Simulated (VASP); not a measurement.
# Cr (Im-3m) in VASP: further runs, part 2 of 2

VASP 6.6.1. The steps go on from the part before.

### 3 Single point, LDA, collinear spin, ferromagnetic start

INCAR

```
PREC = Accurate ; ENCUT = 520
EDIFF = 1E-6 ; ISMEAR = -1
SIGMA = 0.05 ; LREAL = False
LASPH = True ; NELM = 150
ALGO = Normal ; ISIF = 2
LWAVE = False ; LCHARG = False
ISPIN = 2 ; MAGMOM = 1.5
LORBIT = 11 ; LMAXMIX = 4
GGA = CA ; NBANDS = 16
```

KPOINTS

```
regular mesh
0
Gamma
  13 13 13
```

POSCAR

```
Cr
1.0
   -1.3938676992      1.3938676992      1.3938676992
    1.3938676992     -1.3938676992      1.3938676992
    1.3938676992      1.3938676992     -1.3938676992
Cr
1
Direct
    0.0000000000      0.0000000000      0.0000000000
```

Potentials or basis: VASP PAW LDA potentials, release 64 (Cr_pv).

Started as:

```console
cat potpaw_LDA.64/Cr_pv/POTCAR > POTCAR
mpirun -np 1 vasp_std > vasp.out
```

Wall time 9.8 s (1 thread of Intel Xeon 6975P-C (Granite Rapids), shared host); peak memory 0.13 GiB.

The run converged. Its results:

```yaml
Free_energy: -10.6352 eV
Pressure: 0.5 GPa
Band_gap_on_the_k_mesh: zero (filled and empty bands overlap)
Net_moment: 0.00 μB per cell
Valence_electrons_inside_the_program's_atomic_spheres: Cr 11.21
```

Levels at points of the mesh, in eV from the Fermi level:
Spin up:
| k point | band 3 | band 4 | band 5 | band 6 | band 7 | band 8 | band 9 | band 10 |
| --- | --- | --- | --- | --- | --- | --- | --- | --- |
| (0.00, 0.00, 0.00) | -42.31 | -8.05 | -1.07 | -1.07 | -1.07 | 1.11 | 1.11 | 5.31 |
Spin down:
| k point | band 2 | band 3 | band 4 | band 5 | band 6 | band 7 | band 8 | band 9 | band 10 | band 11 |
| --- | --- | --- | --- | --- | --- | --- | --- | --- | --- | --- |
| (0.00, 0.00, 0.00) | -42.31 | -42.31 | -8.05 | -1.07 | -1.07 | -1.07 | 1.11 | 1.11 | 5.31 | 22.79 |

Caveat: the starting moments collapsed, and a magnetic state may lie lower.

### 4 Single point, LDA, collinear spin, ferromagnetic start

INCAR

```
SYSTEM = Cr
PREC = Accurate
ENCUT = 520
EDIFF = 1E-6
ISMEAR = -1
SIGMA = 0.05
LREAL = .False.
LASPH = .True.
NELM = 150
ALGO = Normal
ISIF = 2
LWAVE = .False.
LCHARG = .False.
ISPIN = 2
MAGMOM = 1.5
LORBIT = 11
LMAXMIX = 4
GGA = CA
NBANDS = 16
```

KPOINTS

```
regular mesh
0
Gamma
  16 16 16
  0 0 0
```

POSCAR is that of step 3.

Potentials or basis: VASP PAW LDA potentials, release 64 (Cr_pv).

Started as:

```console
cat potpaw_LDA.64/Cr_pv/POTCAR > POTCAR
mpirun -np 1 vasp_std > vasp.out
```

OUTCAR:

```text
SYSTEM = Cr
   PREC = Accurate
   ENCUT = 520
   EDIFF = 1E-6
   ISMEAR = -1
   LREAL = .False.
   LASPH = .True.
   NELM = 150
   ISIF = 2
   ISPIN = 2
   LORBIT = 11
   GGA = CA

 ion  position               nearest neighbor table
   1  0.000  0.000  0.000-

  LATTYP: Found a body centered cubic cell.
 ALAT       =     2.7877353984

  Lattice vectors:

 A1 = (  -1.3938676992,   1.3938676992,   1.3938676992)
 A2 = (   1.3938676992,  -1.3938676992,   1.3938676992)
[... 1122 lines left out ...]
  -------------------------------------------------------------------------------------
  Total        0.0157491      0.0157491      0.0157491      0.0000000     -0.0000000      0.0000000
  in kB        2.3293940      2.3293940      2.3293940      0.0000000     -0.0000000      0.0000000
  external PRESSURE =       2.3293940 kB  Pullay stress =       0.0000000 kB

 VOLUME and BASIS-vectors are now :
 -----------------------------------------------------------------------------
  energy-cutoff  :      520.00
  volume of cell :       10.83
      direct lattice vectors                 reciprocal lattice vectors
    -1.393867699  1.393867699  1.393867699     0.000000000  0.358714102  0.358714102
     1.393867699 -1.393867699  1.393867699     0.358714102  0.000000000  0.358714102
     1.393867699  1.393867699 -1.393867699     0.358714102  0.358714102  0.000000000

 POSITION                                       TOTAL-FORCE (eV/Angst)
 -----------------------------------------------------------------------------------
      0.00000      0.00000      0.00000         0.000000      0.000000      0.000000
 -----------------------------------------------------------------------------------
    total drift:                                0.000000      0.000000      0.000000

  FREE ENERGIE OF THE ION-ELECTRON SYSTEM (eV)
  ---------------------------------------------------
  free  energy   TOTEN  =       -10.6330465720 eV

  energy  without entropy=      -10.6271770839  energy(sigma->0) =      -10.63011183

 total charge

# of ion       s       p       d       tot
------------------------------------------
    1        0.449   6.441   4.317  11.207

 magnetization (x)

# of ion       s       p       d       tot
------------------------------------------
    1        0.000  -0.000  -0.000  -0.000
```

Run time: 16 s. Hardware: 1 thread of Intel Xeon 6975P-C (Granite Rapids), shared host; peak memory 0.14 GiB.

What came out:

```yaml
Free_energy: -10.6330 eV
Pressure: 0.2 GPa
Band_gap_on_the_k_mesh: zero (filled and empty bands overlap)
Net_moment: 0.00 μB per cell
Valence_electrons_inside_the_program's_atomic_spheres: Cr 11.21
```

Levels at points of the mesh, in eV from the Fermi level:
Spin up:
```tsv
k point	band 4	band 5	band 6	band 7	band 8	band 9
(0.00, 0.00, 0.00)	-7.98	-0.98	-0.98	-0.98	1.20	1.20
(0.50, 0.00, 0.00)	-4.74	-2.67	1.24	1.42	1.59	3.17
(0.50, 0.50, 0.50)	-4.74	-4.74	2.73	2.73	2.73	5.41
```
Spin down:
```tsv
k point	band 2	band 3	band 4	band 5	band 6	band 7	band 8	band 9	band 10	band 11
(0.00, 0.00, 0.00)	-42.21	-42.21	-7.98	-0.98	-0.98	-0.98	1.20	1.20	5.42	22.86
(0.50, 0.00, 0.00)	-42.57	-42.22	-4.74	-2.67	1.24	1.42	1.59	3.17	5.41	10.78
(0.50, 0.50, 0.50)	-43.00	-43.00	-4.74	-4.74	2.73	2.73	2.73	5.41	11.25	11.25
```

Caveat: the starting moments collapsed, and a magnetic state may lie lower.

### 5 Single point, LDA, collinear spin, ferromagnetic start

INCAR

```
SYSTEM = Cr
PREC = Accurate ; ENCUT = 520
EDIFF = 1E-6 ; ISMEAR = -1
SIGMA = 0.05 ; LREAL = .FALSE.
LASPH = .TRUE. ; NELM = 150
ALGO = Normal ; ISIF = 2
LWAVE = .FALSE. ; LCHARG = .FALSE.
ISPIN = 2 ; MAGMOM = 1.5
LORBIT = 11 ; LMAXMIX = 4
NBANDS = 16
```

KPOINTS

```
Automatic mesh
0
G
  16 16 16
  0 0 0
```

POSCAR is that of step 4.

Potentials or basis: VASP PAW LDA potentials, release 64 (Cr_pv).

Started as:

```console
cat potpaw_LDA.64/Cr_pv/POTCAR > POTCAR
mpirun -np 1 vasp_std > vasp.out
```

OUTCAR:

```text
SYSTEM = Cr
   PREC = Accurate
   ENCUT = 520
   EDIFF = 1E-6
   ISMEAR = -1
   LREAL = .FALSE.
   LASPH = .TRUE.
   NELM = 150
   ISIF = 2
   ISPIN = 2
   LORBIT = 11

 ion  position               nearest neighbor table
   1  0.000  0.000  0.000-

  LATTYP: Found a body centered cubic cell.
 ALAT       =     2.7877353984

  Lattice vectors:

 A1 = (  -1.3938676992,   1.3938676992,   1.3938676992)
 A2 = (   1.3938676992,  -1.3938676992,   1.3938676992)
 A3 = (   1.3938676992,   1.3938676992,  -1.3938676992)

Analysis of symmetry for initial positions (statically):
=====================================================================
 Subroutine PRICEL returns:
 Original cell was already a primitive cell.

 Routine SETGRP: Setting up the symmetry group for a
 body centered cubic supercell.

 Subroutine GETGRP returns: Found 48 space group operations
 (whereof 48 operations were pure point group operations)
 out of a pool of 48 trial point group operations.

The static configuration has the point symmetry O_h .

Analysis of symmetry for dynamics (positions and initial velocities):
[... 642 lines left out ...]
 k-point     1 :       0.0000    0.0000    0.0000
  band No.  band energies     occupation
      1     -30.5005      1.00000
      2     -30.5005      1.00000
      3     -30.5005      1.00000
      4       3.7366      1.00000
      5      10.7351      1.00000
      6      10.7351      1.00000
[... 435 lines left out ...]
      5       9.3077      1.00000
      6      10.0266      1.00000
[... 8 lines left out ...]
     15      42.3848      0.00000
     16      46.9090      0.00000

 [... further k-points ...]

------------------------ aborting loop because EDIFF is reached ----------------------------------------

  FORCE on cell =-STRESS in cart. coord.  units (eV):
  Direction    XX          YY          ZZ          XY          YZ          ZX
  --------------------------------------------------------------------------------------
  -------------------------------------------------------------------------------------
  Total        0.0157491      0.0157491      0.0157491      0.0000000     -0.0000000      0.0000000
  in kB        2.3293940      2.3293940      2.3293940      0.0000000     -0.0000000      0.0000000
  external PRESSURE =       2.3293940 kB  Pullay stress =       0.0000000 kB

 VOLUME and BASIS-vectors are now :
 -----------------------------------------------------------------------------
  energy-cutoff  :      520.00
  volume of cell :       10.83
      direct lattice vectors                 reciprocal lattice vectors
    -1.393867699  1.393867699  1.393867699     0.000000000  0.358714102  0.358714102
     1.393867699 -1.393867699  1.393867699     0.358714102  0.000000000  0.358714102
     1.393867699  1.393867699 -1.393867699     0.358714102  0.358714102  0.000000000

 POSITION                                       TOTAL-FORCE (eV/Angst)
 -----------------------------------------------------------------------------------
      0.00000      0.00000      0.00000         0.000000      0.000000      0.000000
 -----------------------------------------------------------------------------------
    total drift:                                0.000000      0.000000      0.000000

  FREE ENERGIE OF THE ION-ELECTRON SYSTEM (eV)
  ---------------------------------------------------
  free  energy   TOTEN  =       -10.6330465720 eV

  energy  without entropy=      -10.6271770839  energy(sigma->0) =      -10.63011183

 total charge

# of ion       s       p       d       tot
------------------------------------------
    1        0.449   6.441   4.317  11.207

 magnetization (x)

# of ion       s       p       d       tot
------------------------------------------
    1        0.000  -0.000  -0.000  -0.000
```

OSZICAR:

```text
N       E                     dE             d eps       ncg     rms          rms(c)
DAV:   1     0.781545734309E+02    0.78155E+02   -0.60771E+03  9552   0.861E+02
DAV:   2    -0.104383088848E+02   -0.88593E+02   -0.83732E+02 10072   0.248E+02
DAV:   3    -0.119257175012E+02   -0.14874E+01   -0.14854E+01 10536   0.354E+01
DAV:   4    -0.119303927882E+02   -0.46753E-02   -0.46752E-02 10664   0.196E+00
DAV:   5    -0.119304225353E+02   -0.29747E-04   -0.29747E-04 10656   0.141E-01    0.141E+01
DAV:   6    -0.106577306449E+02    0.12727E+01   -0.19210E+00  9480   0.260E+01    0.248E+00
DAV:   7    -0.106465817758E+02    0.11149E-01   -0.40428E-02  9632   0.214E+00    0.124E+00
DAV:   8    -0.106371356399E+02    0.94461E-02   -0.28380E-03 10800   0.482E-01    0.692E-01
DAV:   9    -0.106330170570E+02    0.41186E-02   -0.12676E-03 10080   0.436E-01    0.142E-01
DAV:  10    -0.106330309912E+02   -0.13934E-04   -0.12346E-04 10760   0.117E-01    0.311E-02
DAV:  11    -0.106330421938E+02   -0.11203E-04   -0.62930E-06  9928   0.184E-02    0.110E-02
DAV:  12    -0.106330458658E+02   -0.36721E-05   -0.31020E-07  6128   0.578E-03    0.538E-03
DAV:  13    -0.106330465720E+02   -0.70618E-06   -0.13587E-07  4920   0.320E-03
   1 F= -.10633047E+02 E0= -.10630112E+02  d E =-.586949E-02  mag=     0.0000
```

It took 16 s on 1 thread of Intel Xeon 6975P-C (Granite Rapids), shared host; peak memory 0.14 GiB.

What came out:

```
Free energy                                           : -10.6330 eV
Pressure                                              : 0.2 GPa
Band gap on the k mesh                                : zero (filled and empty bands overlap)
Net moment                                            : 0.00 μB per cell
Valence electrons inside the program's atomic spheres : Cr 11.21
```

Caveat: the starting moments collapsed, and a magnetic state may lie lower.
